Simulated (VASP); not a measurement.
# ZnSe (Stilleite) (F-43m) in VASP: single point with PBE

Aim: the single point of ZnSe (Stilleite) with PBE.

Program: VASP 6.6.1. These are calculated values, not measurements. Logs are shortened: lines on timing, memory, paths and dates and some standing lists are left out, and cuts for length are marked.

**1. The cell of the first run**

Symmetry: F-43m, No. 216, cubic system. The conventional cell has a = 5.668 Å, b = 5.668 Å, c = 5.668 Å, α = 90.00°, β = 90.00°, γ = 90.00°. Within 3.2 Å of Zn (site symmetry -43m) lie 4 Se at 2.45 Å. Se (site symmetry -43m) has 4 Zn at 2.45 Å within 3.2 Å.

**2. Single point, PBE**

Input file INCAR:

```
SYSTEM = ZnSe
PREC = Accurate
ENCUT = 500
EDIFF = 1E-6
ISMEAR = 0
SIGMA = 0.01
LREAL = .False.
LASPH = .True.
NELM = 120
ALGO = Normal
ISIF = 2
LWAVE = .False.
LCHARG = .True.
GGA = PE
LELF = .True.
LVHAR = .True.
NBANDS = 16
GGA_COMPAT = .False.
```

Input file KPOINTS:

```
regular mesh
0
Gamma
  3 3 3
  0 0 0
```

Input file POSCAR:

```
ZnSe
1.0
    0.0000000000      2.8338000000      2.8338000000
    2.8338000000      0.0000000000      2.8338000000
    2.8338000000      2.8338000000      0.0000000000
Zn Se
1 1
Direct
    0.0000000000      0.0000000000      0.0000000000
    0.2500000000      0.2500000000      0.2500000000
```

Potentials or basis: VASP PAW PBE potentials, release 64 (Zn, Se).

Launch:

```
cat potpaw_PBE.64/Zn/POTCAR potpaw_PBE.64/Se/POTCAR > POTCAR
mpirun -np 1 vasp_std > vasp.out
```

OUTCAR:

```text
SYSTEM = ZnSe
   PREC = Accurate
   ENCUT = 500
   EDIFF = 1E-6
   ISMEAR = 0
   LREAL = .False.
   LASPH = .True.
   NELM = 120
   ISIF = 2
   GGA = PE

 ion  position               nearest neighbor table
   1  0.000  0.000  0.000-   2 2.45   2 2.45   2 2.45   2 2.45
   2  0.250  0.250  0.250-   1 2.45   1 2.45   1 2.45   1 2.45

  LATTYP: Found a face centered cubic cell.
 ALAT       =     5.6676000000

  Lattice vectors:

 A1 = (   0.0000000000,   2.8338000000,   2.8338000000)
 A2 = (   2.8338000000,   0.0000000000,   2.8338000000)
 A3 = (   2.8338000000,   2.8338000000,   0.0000000000)

Analysis of symmetry for initial positions (statically):
=====================================================================
 Subroutine PRICEL returns:
 Original cell was already a primitive cell.

 Routine SETGRP: Setting up the symmetry group for a
 face centered cubic supercell.

 Subroutine GETGRP returns: Found 24 space group operations
 (whereof 24 operations were pure point group operations)
 out of a pool of 48 trial point group operations.

The static configuration has the point symmetry T_d .

Analysis of symmetry for dynamics (positions and initial velocities):
=====================================================================
 Subroutine PRICEL returns:
 Original cell was already a primitive cell.

 Routine SETGRP: Setting up the symmetry group for a
 face centered cubic supercell.

 Subroutine GETGRP returns: Found 24 space group operations
 (whereof 24 operations were pure point group operations)
 out of a pool of 48 trial point group operations.

The dynamic configuration has the point symmetry T_d .

 Subroutine INISYM returns: Found 24 space group operations
 (whereof 24 operations are pure point group operations),
 and found     1 'primitive' translations

----------------------------------------------------------------------------------------

                                     Primitive cell

  volume of cell :      45.5132

  direct lattice vectors                    reciprocal lattice vectors
     0.000000000  2.833800000  2.833800000    -0.176441527  0.176441527  0.176441527
     2.833800000  0.000000000  2.833800000     0.176441527 -0.176441527  0.176441527
     2.833800000  2.833800000  0.000000000     0.176441527  0.176441527 -0.176441527

  length of vectors
     4.007598393  4.007598393  4.007598393     0.305605690  0.305605690  0.305605690

  position of ions in fractional coordinates (direct lattice)
     0.000000000  0.000000000  0.000000000
     0.250000000  0.250000000  0.250000000

  ion indices of the primitive-cell ions
   primitive index   ion index
                 1           1
                 2           2

----------------------------------------------------------------------------------------

 KPOINTS: regular mesh

Automatic generation of k-mesh.
 Grid dimensions read from file:
 generate k-points for:    3    3    3

 Generating k-lattice:

  Cartesian coordinates                     Fractional coordinates (reciprocal lattice)
    -0.058813842  0.058813842  0.058813842     0.333333333  0.000000000  0.000000000
     0.058813842 -0.058813842  0.058813842     0.000000000  0.333333333  0.000000000
     0.058813842  0.058813842 -0.058813842     0.000000000  0.000000000  0.333333333

  Length of vectors
     0.101868563  0.101868563  0.101868563

  Shift w.r.t. Gamma in fractional coordinates (k-lattice)
     0.000000000  0.000000000  0.000000000

 Subroutine IBZKPT returns following result:
 ===========================================

 Found      4 irreducible k-points:

 Following reciprocal coordinates:
            Coordinates               Weight
  0.000000  0.000000  0.000000      1.000000
  0.333333  0.000000  0.000000      8.000000
  0.333333  0.333333  0.000000      6.000000
 -0.333333  0.333333  0.000000     12.000000
   k-points           NKPTS =      4   k-points in BZ     NKDIM =      4   number of bands    NBANDS=     16
   number of dos      NEDOS =    301   number of ions     NIONS =      2
   total plane-waves  NPLWV =  27000
   dimension x,y,z NGX =    30 NGY =   30 NGZ =   30
   dimension x,y,z NGXF=    60 NGYF=   60 NGZF=   60
   ions per type =               1   1
   NGX,Y,Z   is equivalent  to a cutoff of  12.44, 12.44, 12.44 a.u.
   NGXF,Y,Z  is equivalent  to a cutoff of  24.89, 24.89, 24.89 a.u.
 SYSTEM =  ZnSe
   PREC   = accura    normal or accurate (medium, high low for compatibility)
   ISTART =      0    job   : 0-new  1-cont  2-samecut
   ICHARG =      2    charge: 1-file 2-atom 10-const
   ISPIN  =      1    spin polarized calculation?
   LNONCOLLINEAR =      F non collinear calculations
   LSORBIT =      F    spin-orbit coupling
   LASPH  =      T    aspherical Exc in radial PAW
   ENCUT  =  500.0 eV  36.75 Ry    6.06 a.u.   7.31  7.31  7.31*2*pi/ulx,y,z
   NELM   =    120;   NELMIN=  2; NELMDL= -5     # of ELM steps
   EDIFF  = 0.1E-05   stopping-criterion for ELM
   LREAL  =      F    real-space projection
   EDIFFG = 0.1E-04   stopping-criterion for IOM
   NSW    =      0    number of steps for IOM
   IBRION =     -1    ionic relax: 0-MD 1-quasi-New 2-CG
   NFREE  =      0    steps in history (QN), initial steepest desc. (CG)
   ISIF   =      2    stress and relaxation
   ISYM   =      2    0-nonsym 1-usesym 2-fastsym
   POTIM  = 0.5000    time-step for ionic-motion
   TEBEG  =    0.0;   TEEND  =   0.0 temperature during run
   PSTRESS=    0.0 pullay stress
   NELECT =      18.0000    total number of electrons
   NUPDOWN=      -1.0000    fix difference up-down
   EMIN   =  10.00;   EMAX   =-10.00  energy-range for DOS
   EFERMI =   0.00;   METHOD = LEGACY
   ISMEAR =     0;   SIGMA  =   0.01  broadening in eV -4-tet -1-fermi 0-gaus
   EFERMI_NEDOS =   21; number of points for ismear=-14 and -15
   IALGO  =     38    algorithm
   IMIX   =      4    mixing-type and parameters
     AMIX     =   0.40;   BMIX     =  1.00
     AMIX_MAG =   1.60;   BMIX_MAG =  1.00
  volume/ion in A,a.u.               =      22.76       153.57
  Fermi-wavevector in a.u.,A,eV,Ry     =   1.201673  2.270834 19.647073  1.444019
  Thomas-Fermi vector in A             =   2.337476
   LORBIT       =      0    0 simple, 1 ext, 2 COOP (PROOUT), +10 PAW based schemes
   GGA     = PE    functional components
   LHFCALC =     F    Hartree Fock is set to
   AEXX    =    0.0000 exact exchange contribution
   IVDW    =     0    specifies the selected vdW correction
   LEPSILON=     F    determine dielectric tensor
   LRPA    =     F    only Hartree local field effects (RPA)
 non-spin polarized calculation
 Gauss-broadening in eV      SIGMA  =   0.01
  energy-cutoff  :      500.00
  volume of cell :       45.51
 maximum number of plane-waves:      1150
 NGX is ok and might be reduce to    30
   NGX = 15   NGY = 15   NGZ = 15

 number of electron      18.0000012 magnetization

 Free energy of the ion-electron system (eV)
  ---------------------------------------------------
  ext. energy  EPLUGINS =         0.00000000
  ---------------------------------------------------
  free energy    TOTEN  =        -5.73909639 eV

  energy without entropy =       -5.73909639  energy(sigma->0) =       -5.73909639

 E-fermi :   1.7560     XC(G=0):  -9.2748

 val. band max:        1.7098569879   @ k =   0.0000   0.0000   0.0000
 cond. band min:       2.9619342957   @ k =   0.0000   0.0000   0.0000
 fundamental gap:      1.2520773078
 Fermi energy:         1.7559573311

 k-point     1 :       0.0000    0.0000    0.0000
  band No.  band energies     occupation
      1     -11.5344      2.00000
      2      -4.9314      2.00000
      3      -4.9314      2.00000
      4      -4.9314      2.00000
      5      -4.5715      2.00000
      6      -4.5715      2.00000
      7       1.7099      2.00000
      8       1.7099      2.00000
      9       1.7099      2.00000
     10       2.9619      0.00000
     11       7.4398      0.00000
     12       7.4398      0.00000
     13       7.4398      0.00000
     14      11.6013      0.00000
     15      13.1152      0.00000
     16      13.1152      0.00000

 k-point     2 :       0.3333    0.0000    0.0000
  band No.  band energies     occupation
      1     -10.9609      2.00000
      2      -4.8612      2.00000
      3      -4.8612      2.00000
      4      -4.7583      2.00000
      5      -4.5647      2.00000
      6      -4.5647      2.00000
      7      -2.3897      2.00000
      8       1.0220      2.00000
      9       1.0220      2.00000
     10       4.3403      0.00000
     11       8.1187      0.00000
     12       8.1187      0.00000
     13       9.2702      0.00000
     14      12.0984      0.00000
     15      12.7100      0.00000
     16      12.7100      0.00000

 k-point     3 :       0.3333    0.3333    0.0000
  band No.  band energies     occupation
      1     -10.7670      2.00000
      2      -4.9206      2.00000
      3      -4.7567      2.00000
      4      -4.7567      2.00000
      5      -4.5670      2.00000
      6      -4.5354      2.00000
      7      -2.1062      2.00000
      8      -0.0472      2.00000
      9      -0.0472      2.00000
     10       5.0706      0.00000
     11       5.5805      0.00000
     12      10.6340      0.00000
     13      10.9431      0.00000
     14      10.9431      0.00000
     15      14.6072      0.00000
     16      16.9238      0.00000

 k-point     4 :      -0.3333    0.3333    0.0000
  band No.  band energies     occupation
      1     -10.5297      2.00000
      2      -4.8338      2.00000
      3      -4.7537      2.00000
      4      -4.6120      2.00000
      5      -4.5633      2.00000
      6      -4.3349      2.00000
      7      -3.0040      2.00000
      8      -1.4654      2.00000
      9       0.1715      2.00000
     10       5.4962      0.00000
     11       8.0194      0.00000
     12      10.1211      0.00000
     13      10.1625      0.00000
     14      11.0563      0.00000
     15      12.8176      0.00000
     16      17.2638      0.00000

------------------------ aborting loop because EDIFF is reached ----------------------------------------

  FORCE on cell =-STRESS in cart. coord.  units (eV):
  Direction    XX          YY          ZZ          XY          YZ          ZX
  --------------------------------------------------------------------------------------
  -------------------------------------------------------------------------------------
  Total        1.0454925      1.0454925      1.0454925      0.0000000      0.0000000     -0.0000000
  in kB       36.8039075     36.8039075     36.8039075      0.0000000      0.0000000     -0.0000000
  external PRESSURE =      36.8039075 kB  Pullay stress =       0.0000000 kB

 VOLUME and BASIS-vectors are now :
 -----------------------------------------------------------------------------
  energy-cutoff  :      500.00
  volume of cell :       45.51
      direct lattice vectors                 reciprocal lattice vectors
     0.000000000  2.833800000  2.833800000    -0.176441527  0.176441527  0.176441527
     2.833800000  0.000000000  2.833800000     0.176441527 -0.176441527  0.176441527
     2.833800000  2.833800000  0.000000000     0.176441527  0.176441527 -0.176441527

 POSITION                                       TOTAL-FORCE (eV/Angst)
 -----------------------------------------------------------------------------------
      0.00000      0.00000      0.00000         0.000000     -0.000000      0.000000
      1.41690      1.41690      1.41690        -0.000000      0.000000     -0.000000
 -----------------------------------------------------------------------------------
    total drift:                               -0.000000     -0.000000     -0.000000

  FREE ENERGIE OF THE ION-ELECTRON SYSTEM (eV)
  ---------------------------------------------------
  free  energy   TOTEN  =        -5.7390963945 eV

  energy  without entropy=       -5.7390963945  energy(sigma->0) =       -5.73909639
```

Run time: 4.9 s. Hardware: 1 thread of Intel Xeon 6975P-C (Granite Rapids), shared host; peak memory 0.15 GiB.

What came out:

```yaml
Free_energy: -5.7391 eV
Pressure: 3.7 GPa
Band_gap_on_the_k_mesh: 1.25 eV, direct
```

Caveat: the k points lie up to 0.64 Å⁻¹ apart.
